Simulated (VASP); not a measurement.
# PbS (P1) in VASP: single point with PBEsol

Aim: the single point of PbS with PBEsol.

All numbers are computed with VASP 6.6.1; they aren't measurements. Logs are shortened: lines on timing, memory, paths and dates and some standing lists are left out, and cuts for length are marked.

### 1 The cell of the first run

The typed cell holds 16 atoms: a = 8.397 Å, b = 8.397 Å, c = 5.955 Å, α = 90.00°, β = 90.00°, γ = 90.00°.

### 2 Single point, PBEsol

INCAR reads:

```
SYSTEM = PbS
ALGO = Normal ; EDIFF = 1E-6
ENCUT = 520 ; GGA = PS
ISIF = 2 ; ISMEAR = -1
LASPH = .TRUE. ; LCHARG = .FALSE.
LREAL = Auto ; LWAVE = .FALSE.
NBANDS = 94 ; NELM = 60
PREC = Accurate ; SIGMA = 0.052
```

KPOINTS reads:

```
k-points
0
G
  2 2 2
  0 0 0
```

POSCAR reads:

```
PbS
1.0
    8.3969062117      0.0000000000      0.0000000000
    0.0000000000      8.3970756195      0.0000000000
    0.0000000000      0.0000000000      5.9549033865
Pb S
8 8
Direct
    0.1279503394      0.3758437036      0.7611231796
    0.6156768778      0.3723048525      0.7476269069
    0.8667176715      0.1185819975      0.2420408706
    0.3743376335      0.1231721669      0.2440261253
    0.1351691887      0.8872160187      0.7458199927
    0.6230032667      0.8745582787      0.7601988993
    0.8785768013      0.6224275256      0.2670995475
    0.3784872571      0.6250404591      0.2443023682
    0.8838993568      0.1194158592      0.7709698549
    0.3755454593      0.1227155794      0.7420022985
    0.1267504928      0.3742786349      0.2331977380
    0.6184808868      0.3795896505      0.2163909163
    0.8801046259      0.6247787013      0.7424216168
    0.3859116582      0.6461286340      0.7410629046
    0.1086221493      0.8509949563      0.2290629942
    0.6212077244      0.8876236606      0.2457999576
```

Potentials or basis: VASP PAW PBE potentials, release 64 (Pb_d, S).

On the command line:

```console
$ cat potpaw_PBE.64/Pb_d/POTCAR potpaw_PBE.64/S/POTCAR > POTCAR
$ mpirun -np 1 vasp_std > vasp.out
```

OUTCAR:

```text
SYSTEM = PbS
   EDIFF = 1E-6
   ENCUT = 520
   GGA = PS
   ISIF = 2
   ISMEAR = -1
   LASPH = .TRUE.
   LREAL = Auto
   NELM = 60
   PREC = Accurate

 ion  position               nearest neighbor table
   1  0.128  0.376  0.761-  11 2.81  13 2.95   9 2.97  10 2.98  14 3.14  11 3.14   2 4.10   5 4.10
                             4 4.13   8 4.13
   2  0.616  0.372  0.748-  12 2.79  10 2.91  14 3.00  13 3.07   9 3.10  12 3.16   1 4.10
   3  0.867  0.119  0.242-   9 2.81  16 2.83  12 3.03  15 3.03  11 3.06   9 3.15   6 4.08   4 4.13

   4  0.374  0.123  0.244-  16 2.87  11 2.96  10 2.97  12 2.98  10 2.99  15 3.20   5 4.09   5 4.11
                             6 4.13   1 4.13   3 4.13
   5  0.135  0.887  0.746-  10 2.83   9 2.88  15 2.90  14 2.92  13 3.07  15 3.10   4 4.09   6 4.10
                             1 4.10   4 4.11
   6  0.623  0.875  0.760-  14 2.77  16 2.89  10 2.94   9 3.01  13 3.01  16 3.07   3 4.08   5 4.10
                             8 4.11   4 4.13
   7  0.879  0.622  0.267-  15 2.73  13 2.83  11 2.95  12 3.00  16 3.11  13 3.12
   8  0.378  0.625  0.244-  12 2.89  15 2.96  14 2.96  11 2.98  16 3.00  14 3.00   6 4.11   1 4.13

   9  0.884  0.119  0.771-   3 2.81   5 2.88   1 2.97   6 3.01   2 3.10   3 3.15
  10  0.376  0.123  0.742-   5 2.83   2 2.91   6 2.94   4 2.97   1 2.98   4 2.99
  11  0.127  0.374  0.233-   1 2.81   7 2.95   4 2.96   8 2.98   3 3.06   1 3.14
  12  0.618  0.380  0.216-   2 2.79   8 2.89   4 2.98   7 3.00   3 3.03   2 3.16
  13  0.880  0.625  0.742-   7 2.83   1 2.95   6 3.01   2 3.07   5 3.07   7 3.12
  14  0.386  0.646  0.741-   6 2.77   5 2.92   8 2.96   2 3.00   8 3.00   1 3.14
  15  0.109  0.851  0.229-   7 2.73   5 2.90   8 2.96   3 3.03   5 3.10   4 3.20
  16  0.621  0.888  0.246-   3 2.83   4 2.87   6 2.89   8 3.00   6 3.07   7 3.11

  LATTYP: Found a simple orthorhombic cell.
 ALAT       =     5.9549033865
 B/A-ratio  =     1.4100826943
 C/A-ratio  =     1.4101111428

  Lattice vectors:

 A1 = (   0.0000000000,   0.0000000000,   5.9549033865)
 A2 = (   8.3969062117,   0.0000000000,   0.0000000000)
 A3 = (   0.0000000000,   8.3970756195,   0.0000000000)

Analysis of symmetry for initial positions (statically):
=====================================================================
 Subroutine PRICEL returns:
 Original cell was already a primitive cell.

 Routine SETGRP: Setting up the symmetry group for a
 simple orthorhombic supercell.

 Subroutine GETGRP returns: Found  1 space group operations
 (whereof  1 operations were pure point group operations)
 out of a pool of  8 trial point group operations.

The static configuration has the point symmetry C_1 .

Analysis of symmetry for dynamics (positions and initial velocities):
=====================================================================
[... 131 lines left out ...]
   PSTRESS=    0.0 pullay stress
   NELECT =     160.0000    total number of electrons
   NUPDOWN=      -1.0000    fix difference up-down
   EMIN   =  10.00;   EMAX   =-10.00  energy-range for DOS
   EFERMI =   0.00;   METHOD = LEGACY
   ISMEAR =    -1;   SIGMA  =   0.05  broadening in eV -4-tet -1-fermi 0-gaus
   EFERMI_NEDOS =   21; number of points for ismear=-14 and -15
   IALGO  =     38    algorithm
   IMIX   =      4    mixing-type and parameters
     AMIX     =   0.40;   BMIX     =  1.00
     AMIX_MAG =   1.60;   BMIX_MAG =  1.00
  volume/ion in A,a.u.               =      26.24       177.09
  Fermi-wavevector in a.u.,A,eV,Ry     =   1.186882  2.242881 19.166369  1.408688
  Thomas-Fermi vector in A             =   2.323045
   LORBIT       =      0    0 simple, 1 ext, 2 COOP (PROOUT), +10 PAW based schemes
   GGA     = PS    functional components
   LHFCALC =     F    Hartree Fock is set to
   AEXX    =    0.0000 exact exchange contribution
   IVDW    =     0    specifies the selected vdW correction
   LEPSILON=     F    determine dielectric tensor
   LRPA    =     F    only Hartree local field effects (RPA)
 non-spin polarized calculation
  energy-cutoff  :      520.00
  volume of cell :      419.88
 maximum number of plane-waves:     11336
 NGX is ok and might be reduce to    64
   NGX = 31   NGY = 31   NGZ = 23

 number of electron     160.0000004 magnetization

 Free energy of the ion-electron system (eV)
  ---------------------------------------------------
  ext. energy  EPLUGINS =         0.00000000
  ---------------------------------------------------
  free energy    TOTEN  =       -73.85057310 eV

  energy without entropy =      -73.84004292  energy(sigma->0) =      -73.84530801

 E-fermi :   5.7546     XC(G=0):  -9.8478

 val. band max:        5.6185363158   @ k =   0.0000   0.0000   0.5000
 cond. band min:       5.8956302742   @ k =   0.0000   0.0000   0.5000
 fundamental gap:      0.2770939584
 Fermi energy:         5.7545832393

 k-point     1 :       0.0000    0.0000    0.0000
  band No.  band energies     occupation
      1     -11.3338      2.00000
      2     -11.3081      2.00000
      3     -11.2915      2.00000
      4     -11.2488      2.00000
      5     -11.2273      2.00000
      6     -11.2230      2.00000
[... 749 lines left out ...]
     91       7.9753      0.00000
     92       8.0200      0.00000
 [bands above 92 left out]

------------------------ aborting loop because EDIFF is reached ----------------------------------------

  FORCE on cell =-STRESS in cart. coord.  units (eV):
  Direction    XX          YY          ZZ          XY          YZ          ZX
  --------------------------------------------------------------------------------------
  -------------------------------------------------------------------------------------
  Total       -3.6276982     -3.7288982      8.8976039      0.9476860      0.2555019      0.4770358
  in kB      -13.8426630    -14.2288247     33.9517031      3.6162044      0.9749506      1.8202855
  external PRESSURE =       1.9600718 kB  Pullay stress =       0.0000000 kB

 VOLUME and BASIS-vectors are now :
 -----------------------------------------------------------------------------
  energy-cutoff  :      520.00
  volume of cell :      419.88
      direct lattice vectors                 reciprocal lattice vectors
     8.396906212  0.000000000  0.000000000     0.119091481  0.000000000  0.000000000
     0.000000000  8.397075620  0.000000000     0.000000000  0.119089079  0.000000000
     0.000000000  0.000000000  5.954903386     0.000000000  0.000000000  0.167928837

 POSITION                                       TOTAL-FORCE (eV/Angst)
 -----------------------------------------------------------------------------------
      1.07439      3.15599      4.53241        -0.314163      0.127419      0.095316
      5.16978      3.12627      4.45205         0.336338      0.176292      0.108933
      7.27775      0.99574      1.44133         0.139467      0.116870     -0.026356
      3.14328      1.03429      1.45315        -0.023614      0.112528      0.055447
      1.13500      7.45002      4.44129        -0.387299     -0.323813      0.067423
      5.23130      7.34373      4.52691         0.374638     -0.048198      0.029787
[... 8 lines left out ...]
      0.91209      7.14587      1.36405         0.286195      0.483824     -0.020556
      5.21622      7.45344      1.46371        -0.085599     -0.136833     -0.137598
 -----------------------------------------------------------------------------------
    total drift:                               -0.000311     -0.006759     -0.010184

  FREE ENERGIE OF THE ION-ELECTRON SYSTEM (eV)
  ---------------------------------------------------
  free  energy   TOTEN  =       -73.8505730976 eV

  energy  without entropy=      -73.8400429230  energy(sigma->0) =      -73.84530801
```

stdout:

```text
POSCAR found type information on POSCAR PbS
 POSCAR found :  2 types and      16 ions
 scaLAPACK will be used
 -----------------------------------------------------------------------------
|                                                                             |
|                                                                             |
|     You enforced a specific xc type in the INCAR file but a different       |
|     I HOPE YOU KNOW WHAT YOU ARE DOING!                                     |
|                                                                             |
 -----------------------------------------------------------------------------

 LDA part: xc-table for (Slater+PW92), standard interpolation
 POSCAR, INCAR and KPOINTS ok, starting setup
 FFT: planning ... GRIDC
 FFT: planning ... GRID_SOFT
 FFT: planning ... GRID
 WAVECAR not read
 entering main loop
```

Wall time 8.6 min (1 thread of Intel Xeon Platinum 8259CL at 2.50GHz (Skylake/Cascade Lake), shared host); peak memory 0.54 GiB.

What came out:

- Free energy: -73.8506 eV
- Pressure: 0.2 GPa
- Largest force: 0.563 eV/Å
- Band gap on the k mesh: 0.28 eV

Forces in eV/Å, atoms in the order of the input:
```
Pb  -0.314  0.127  0.095
Pb   0.336  0.176  0.109
Pb   0.139  0.117 -0.026
Pb  -0.024  0.113  0.055
Pb  -0.387 -0.324  0.067
Pb   0.375 -0.048  0.030
Pb  -0.099 -0.186 -0.030
Pb  -0.181 -0.072  0.020
S    0.020  0.404 -0.126
S    0.202  0.184 -0.007
S   -0.008  0.100 -0.037
S   -0.182 -0.388  0.018
S    0.012 -0.089 -0.069
S   -0.090 -0.461  0.060
S    0.286  0.484 -0.021
S   -0.086 -0.137 -0.138
```

Caveat: the k points lie up to 0.53 Å⁻¹ apart; the PAW data sets were made with another functional, which shifts forces and pressure a little; spin-orbit coupling is left out, which moves the levels of the heavy elements. A k mesh can miss the band edges.
